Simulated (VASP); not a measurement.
# TiO2: single point with LDA

Crystal: TiO2.

```
Ti O
1.0
     1.47709    0.85280    6.88719
    -1.47709    0.85280    6.88719
     0.00000   -1.70560    6.88719
Ti O
1 2
Cartesian
  0.0000 0.0000 0.0000
  0.0000 0.0000 7.8417
  0.0000 0.0000 12.8198
```

This cell differs from its parent crystal: volume scaled by 0.96.

```
Program                : VASP 6.6.1
Task                   : single point
Functional             : LDA
Potentials or basis    : VASP PAW LDA potentials, release 64 (Ti_sv, O)
Cutoff                 : 520 eV
k mesh                 : 10 × 10 × 10
Occupations            : fermi-dirac, width 0.05 eV
Spin                   : no spin polarisation
Dipole correction      : no
Further INCAR settings : ALGO = Normal; EDIFF = 1e-07; NBANDS = 19
```

```
Pressure               : -1.8 GPa
Largest force          : 0.156 eV/Å
Band gap on the k mesh : 2.72 eV, indirect (least direct gap 2.88 eV)
```

Forces on the atoms (eV/Å):
```
Ti   0.000  0.000  0.000
O    0.000  0.000 -0.156
O    0.000  0.000  0.156
```

Stress tensor (GPa, compression positive):
```
-2.11  0.00  0.00
 0.00 -2.11  0.00
 0.00  0.00 -1.11
```

Levels at points of the mesh, in eV from the valence-band top:
| k point | band 9 | band 10 | band 11 | band 12 | band 13 | band 14 | band 15 | band 16 |
| --- | --- | --- | --- | --- | --- | --- | --- | --- |
| (0.00, 0.00, 0.00) | -3.78 | -0.70 | -0.16 | -0.16 | 2.72 | 2.72 | 4.55 | 7.18 |
| (0.50, 0.00, 0.00) | -2.61 | -1.76 | -1.21 | -0.68 | 2.99 | 3.84 | 3.93 | 6.68 |
| (0.50, 0.50, 0.00) | -2.61 | -1.77 | -1.21 | -0.66 | 2.99 | 3.84 | 3.93 | 6.67 |
| (0.50, 0.50, 0.50) | -3.78 | -0.77 | -0.16 | -0.16 | 2.72 | 2.72 | 4.57 | 7.18 |

Run time: 5.6 min on 1 thread of Intel(R) Xeon(R) 6975P-C (Granite Rapids), with other jobs on the host, peak memory 0.38 GiB.

 A k mesh can miss the band edges.
